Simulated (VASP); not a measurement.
# BN (P6_3mc) in VASP: notebook, part 2 of 2

VASP 6.6.1. Earlier steps stand in the parts before.

## (3) Relaxation of shape and atoms at fixed volume, PBE (volume scaled by 0.97)

INCAR

```
PREC = Accurate ; ENCUT = 600
EDIFF = 1E-6 ; ISMEAR = 0
SIGMA = 0.02 ; LREAL = False
LASPH = True ; NELM = 60
ALGO = Normal ; ISIF = 4
LWAVE = False ; LCHARG = False
GGA = PE ; IBRION = 2
NSW = 50 ; EDIFFG = -0.01
```

KPOINTS

```
regular mesh
0
Gamma
  12 12 6
```

POSCAR

```
BN
1.0
    2.5287296674      0.0000000000      0.0000000000
   -1.2643648337      2.1899441313      0.0000000000
    0.0000000000      0.0000000000      4.1818302817
B N
2 2
Direct
    0.3333333333      0.6666666667      0.3126939999
    0.6666666667      0.3333333333      0.8126939999
    0.6666666667      0.3333333333      0.1873060001
    0.3333333333      0.6666666667      0.6873060001
```

Potentials or basis: VASP PAW PBE potentials, release 64 (B, N).

Launch:

```sh
$ cat potpaw_PBE.64/B/POTCAR potpaw_PBE.64/N/POTCAR > POTCAR
$ mpirun -np 1 vasp_std > vasp.out
```

OUTCAR:

```text
PREC = Accurate
   ENCUT = 600
   EDIFF = 1E-6
   ISMEAR = 0
   LREAL = False
   LASPH = True
   NELM = 60
   ISIF = 4
   GGA = PE
   IBRION = 2
   NSW = 50
   EDIFFG = -0.01

 ion  position               nearest neighbor table
   1  0.333  0.667  0.313-   3 1.55   3 1.55   3 1.55   4 1.57
   2  0.667  0.333  0.813-   4 1.55   4 1.55   4 1.55   3 1.57
   3  0.667  0.333  0.187-   1 1.55   1 1.55   1 1.55   2 1.57
   4  0.333  0.667  0.687-   2 1.55   2 1.55   2 1.55   1 1.57

  LATTYP: Found a hexagonal cell.
 ALAT       =     2.5287296674
 C/A-ratio  =     1.6537276940

  Lattice vectors:

 A1 = (   2.5287296674,   0.0000000000,   0.0000000000)
 A2 = (  -1.2643648337,   2.1899441313,   0.0000000000)
 A3 = (   0.0000000000,   0.0000000000,   4.1818302817)

Analysis of symmetry for initial positions (statically):
=====================================================================
 Subroutine PRICEL returns:
 Original cell was already a primitive cell.

 Routine SETGRP: Setting up the symmetry group for a
 hexagonal supercell.

 Subroutine GETGRP returns: Found 12 space group operations
 (whereof  6 operations were pure point group operations)
 out of a pool of 24 trial point group operations.

The static configuration has the point symmetry C_3v.
 The point group associated with its full space group is C_6v.

Analysis of symmetry for dynamics (positions and initial velocities):
=====================================================================
 Subroutine PRICEL returns:
 Original cell was already a primitive cell.

 Routine SETGRP: Setting up the symmetry group for a
 hexagonal supercell.

 Subroutine GETGRP returns: Found 12 space group operations
 (whereof  6 operations were pure point group operations)
 out of a pool of 24 trial point group operations.

The dynamic configuration has the point symmetry C_3v.
 The point group associated with its full space group is C_6v.

 Subroutine INISYM returns: Found 12 space group operations
[... 136 lines left out ...]
  volume of cell :       23.16
 maximum number of plane-waves:       784
   NGX = 11   NGY = 11   NGZ = 17

--------------------------------------- Ionic step        1  -------------------------------------------

 number of electron      15.9999999 magnetization

 Free energy of the ion-electron system (eV)
  ---------------------------------------------------
  ext. energy  EPLUGINS =         0.00000000
  ---------------------------------------------------
  free energy    TOTEN  =       -34.81154143 eV

  energy without entropy =      -34.81154143  energy(sigma->0) =      -34.81154143

------------------------ aborting loop because EDIFF is reached ----------------------------------------

  FORCE on cell =-STRESS in cart. coord.  units (eV):
  Direction    XX          YY          ZZ          XY          YZ          ZX
  --------------------------------------------------------------------------------------
  -------------------------------------------------------------------------------------
  Total        1.7307541      1.7307541      1.7501039      0.0000000      0.0000000      0.0000000
  in kB      119.7413397    119.7413398    121.0800447      0.0000000      0.0000000      0.0000000
  external PRESSURE =     120.1875747 kB  Pullay stress =       0.0000000 kB
[... 63 lines left out ...]
--------------------------------------- Ionic step        3  -------------------------------------------

 number of electron      15.9999999 magnetization

 Free energy of the ion-electron system (eV)
  ---------------------------------------------------
  ext. energy  EPLUGINS =         0.00000000
  ---------------------------------------------------
  free energy    TOTEN  =       -34.81156715 eV

  energy without entropy =      -34.81156715  energy(sigma->0) =      -34.81156715

 E-fermi :   7.9284     XC(G=0): -12.9121

 val. band max:        7.8174664105   @ k =   0.0000   0.0000   0.0000
 cond. band min:      12.9629399051   @ k =   0.3333   0.3333   0.0000
 fundamental gap:      5.1454734945
 Fermi energy:         7.9284278604

 k-point     1 :       0.0000    0.0000    0.0000
  band No.  band energies     occupation
      1     -12.8286      2.00000
      2      -8.5793      2.00000
      3      -3.3022      2.00000
      4       5.6461      2.00000
      5       5.6461      2.00000
      6       7.5284      2.00000
      7       7.8175      2.00000
      8       7.8175      2.00000
      9      16.2681      0.00000
     10      16.2681      0.00000
     11      16.5472      0.00000
     12      17.5948      0.00000
[... 331 lines left out ...]
 k-point    24 :       0.3333   -0.0000    0.1667
  band No.  band energies     occupation
      1     -10.3395      2.00000
      2      -7.5131      2.00000
      3      -1.1536      2.00000
      4       0.3171      2.00000
      5       1.7615      2.00000
      6       3.4291      2.00000
      7       5.2615      2.00000
      8       5.8732      2.00000
      9      14.7720      0.00000
     10      16.2417      0.00000
     11      18.8578      0.00000
     12      18.9982      0.00000

 [... further k-points ...]
[... 5 lines left out ...]
  --------------------------------------------------------------------------------------
  -------------------------------------------------------------------------------------
  Total        1.7309474      1.7309474      1.7450092      0.0000000      0.0000000      0.0000000
  in kB      119.7547109    119.7547109    120.7275710      0.0000000      0.0000000      0.0000000
  external PRESSURE =     120.0789976 kB  Pullay stress =       0.0000000 kB
[... 19 lines left out ...]
  FREE ENERGIE OF THE ION-ELECTRON SYSTEM (eV)
  ---------------------------------------------------
  free  energy   TOTEN  =       -34.8115671455 eV

  energy  without entropy=      -34.8115671455  energy(sigma->0) =      -34.81156715

 reached required accuracy - stopping structural energy minimisation
```

It took 40 s on 1 thread of Intel Xeon Platinum 8488C (Sapphire Rapids), shared host; peak memory 0.15 GiB.

What came out:

```yaml
Free_energy: -34.8116 eV
Energy_gained_by_relaxing: 0.0 meV/atom
Ionic_steps: 3
Pressure_after_relaxing: 12.0 GPa
Band_gap_on_the_k_mesh: 5.15 eV, indirect (least direct gap 8.38 eV)
```

Final structure:
```
CELL_PARAMETERS angstrom
2.52865 0.00000 0.00000
-1.26432 2.18987 0.00000
0.00000 0.00000 4.18211
ATOMIC_POSITIONS crystal
B 0.33333 0.66667 0.31281
B 0.66667 0.33333 0.81281
N 0.66667 0.33333 0.18719
N 0.33333 0.66667 0.68719
```

Levels at points of the mesh, in eV from the valence-band top:
| k point | band 6 | band 7 | band 8 | band 9 | band 10 | band 11 |
| --- | --- | --- | --- | --- | --- | --- |
| (0.00, 0.00, 0.00) | -0.29 | 0.00 | 0.00 | 8.45 | 8.45 | 8.73 |
| (0.50, 0.00, 0.00) | -5.09 | -4.53 | -2.15 | 6.78 | 8.03 | 10.70 |
| (0.00, 0.00, 0.50) | -1.20 | -1.20 | -1.20 | 9.68 | 9.68 | 10.03 |
| (0.50, 0.00, 0.50) | -3.85 | -3.65 | -3.65 | 6.67 | 6.67 | 10.18 |

 A k mesh can miss the band edges.

## (4) Relaxation of shape and atoms at fixed volume, PBE (volume scaled by 1.10)

INCAR

```
SYSTEM = BN
PREC = Accurate
ENCUT = 600
EDIFF = 1E-6
ISMEAR = 0
SIGMA = 0.02
LREAL = .FALSE.
LASPH = .TRUE.
NELM = 80
ALGO = Normal
ISIF = 4
LWAVE = .FALSE.
LCHARG = .FALSE.
GGA = PE
IBRION = 2
NSW = 50
EDIFFG = -0.01
```

KPOINTS

```
regular mesh
0
G
  12 12 6
  0 0 0
```

POSCAR

```
BN
1.0
    2.6370188590      0.0000000000      0.0000000000
   -1.3185094295      2.2837253222      0.0000000000
    0.0000000000      0.0000000000      4.3607951918
B N
2 2
Direct
    0.3333333333      0.6666666667      0.3124238970
    0.6666666667      0.3333333333      0.8124238970
    0.6666666667      0.3333333333      0.1875761030
    0.3333333333      0.6666666667      0.6875761030
```

Potentials or basis: VASP PAW PBE potentials, release 64 (B, N).

Launch:

```sh
$ cat potpaw_PBE.64/B/POTCAR potpaw_PBE.64/N/POTCAR > POTCAR
$ mpirun -np 1 vasp_std > vasp.out
```

OUTCAR:

```text
SYSTEM = BN
   PREC = Accurate
   ENCUT = 600
   EDIFF = 1E-6
   ISMEAR = 0
   LREAL = .FALSE.
   LASPH = .TRUE.
   NELM = 80
   ISIF = 4
   GGA = PE
   IBRION = 2
   NSW = 50
   EDIFFG = -0.01

 ion  position               nearest neighbor table
   1  0.333  0.667  0.312-   3 1.62   3 1.62   3 1.62   4 1.64
   2  0.667  0.333  0.812-   4 1.62   4 1.62   4 1.62   3 1.64
   3  0.667  0.333  0.188-   1 1.62   1 1.62   1 1.62   2 1.64
   4  0.333  0.667  0.688-   2 1.62   2 1.62   2 1.62   1 1.64

  LATTYP: Found a hexagonal cell.
 ALAT       =     2.6370188590
 C/A-ratio  =     1.6536837334

  Lattice vectors:

 A1 = (   2.6370188590,   0.0000000000,   0.0000000000)
 A2 = (  -1.3185094295,   2.2837253222,   0.0000000000)
 A3 = (   0.0000000000,   0.0000000000,   4.3607951918)
[... 270 lines left out ...]

 val. band max:        6.2739882586   @ k =   0.0000   0.0000   0.0000
 cond. band min:      11.6544209063   @ k =   0.3333   0.3333   0.0000
 fundamental gap:      5.3804326478
 Fermi energy:         6.4280819970

 k-point     1 :       0.0000    0.0000    0.0000
  band No.  band energies     occupation
      1     -12.9424      2.00000
      2      -9.2654      2.00000
      3      -3.6535      2.00000
      4       4.3726      2.00000
      5       4.3726      2.00000
      6       6.0926      2.00000
      7       6.2740      2.00000
      8       6.2740      2.00000
      9      14.1866      0.00000
     10      14.2360      0.00000
     11      14.2360      0.00000
     12      14.5631      0.00000
[... 331 lines left out ...]
 k-point    24 :       0.3333   -0.0000    0.1667
  band No.  band energies     occupation
      1     -10.7288      2.00000
      2      -8.3209      2.00000
      3      -1.8027      2.00000
      4      -0.4307      2.00000
      5       0.7094      2.00000
      6       2.4279      2.00000
      7       4.0896      2.00000
      8       4.5624      2.00000
      9      12.7204      0.00000
     10      14.1466      0.00000
     11      16.3733      0.00000
     12      16.5945      0.00000

 [... further k-points ...]
[... 5 lines left out ...]
  --------------------------------------------------------------------------------------
  -------------------------------------------------------------------------------------
  Total       -4.9021643     -4.9021643     -4.8916021      0.0000000      0.0000000     -0.0000000
  in kB     -299.0719277   -299.0719277   -298.4275514      0.0000000      0.0000000     -0.0000000
  external PRESSURE =    -298.8571356 kB  Pullay stress =       0.0000000 kB
[... 19 lines left out ...]
  FREE ENERGIE OF THE ION-ELECTRON SYSTEM (eV)
  ---------------------------------------------------
  free  energy   TOTEN  =       -34.6060121172 eV

  energy  without entropy=      -34.6060121172  energy(sigma->0) =      -34.60601212

 reached required accuracy - stopping structural energy minimisation
```

OSZICAR:

```text
N       E                     dE             d eps       ncg     rms          rms(c)
DAV:   1     0.581834050025E+02    0.58183E+02   -0.92470E+03  1824   0.143E+03
DAV:   2    -0.332089474440E+02   -0.91392E+02   -0.84597E+02  2688   0.297E+02
DAV:   3    -0.362327944606E+02   -0.30238E+01   -0.30093E+01  2420   0.541E+01
[... 15 lines left out ...]
DAV:   4    -0.346059946327E+02    0.13485E-06   -0.12788E-06  1368   0.114E-02
   2 F= -.34605995E+02 E0= -.34605995E+02  d E =-.995497E-05
       N       E                     dE             d eps       ncg     rms          rms(c)
DAV:   1    -0.346060098567E+02   -0.15089E-04   -0.20934E-03  2012   0.437E-01    0.768E-03
DAV:   2    -0.346060123806E+02   -0.25239E-05   -0.29094E-05  2340   0.526E-02    0.478E-03
DAV:   3    -0.346060121172E+02    0.26336E-06   -0.31003E-07  1512   0.679E-03
   3 F= -.34606012E+02 E0= -.34606012E+02  d E =-.274395E-04
```

Run time: 40 s. Hardware: 1 thread of Intel Xeon Platinum 8488C (Sapphire Rapids), shared host; peak memory 0.16 GiB.

What came out:

```
Free energy               : -34.6060 eV
Energy gained by relaxing : 0.0 meV/atom
Ionic steps               : 3
Pressure after relaxing   : -29.9 GPa
Band gap on the k mesh    : 5.38 eV, indirect (least direct gap 7.75 eV)
```

Final structure:
```yaml
crystal:
  lattice:
    - [2.63716, 0.00000, 0.00000]
    - [-1.31858, 2.28385, 0.00000]
    - [0.00000, 0.00000, 4.36031]
  atoms:
    - { symbol: B, position: [0.33333, 0.66667, 0.31229] }
    - { symbol: B, position: [0.66667, 0.33333, 0.81229] }
    - { symbol: N, position: [0.66667, 0.33333, 0.18771] }
    - { symbol: N, position: [0.33333, 0.66667, 0.68771] }
```

## (5) Overview

| cell | gap on the mesh (eV) | pressure (GPa) |
| --- | --- | --- |
| relaxed from a = 2.475, b = 2.475, c = 4.095 Å, angles 90.0, 90.0, 120.0°, 4 atoms | 4.99 | 41.9 |
| relaxed from a = 2.529, b = 2.529, c = 4.182 Å, angles 90.0, 90.0, 120.0°, 4 atoms | 5.15 | 12.0 |
| relaxed from a = 2.637, b = 2.637, c = 4.361 Å, angles 90.0, 90.0, 120.0°, 4 atoms | 5.38 | -29.9 |

Alike in all rows: task relaxation of shape and atoms at fixed volume; level PBE; potentials or basis VASP PAW PBE potentials, release 64 (B, N); no spin polarisation; k mesh 12 × 12 × 6; cutoff (eV) 600; smearing gaussian 0.02 eV.

Total energies depend on the potentials used, so only differences within one code and one set of settings carry meaning.
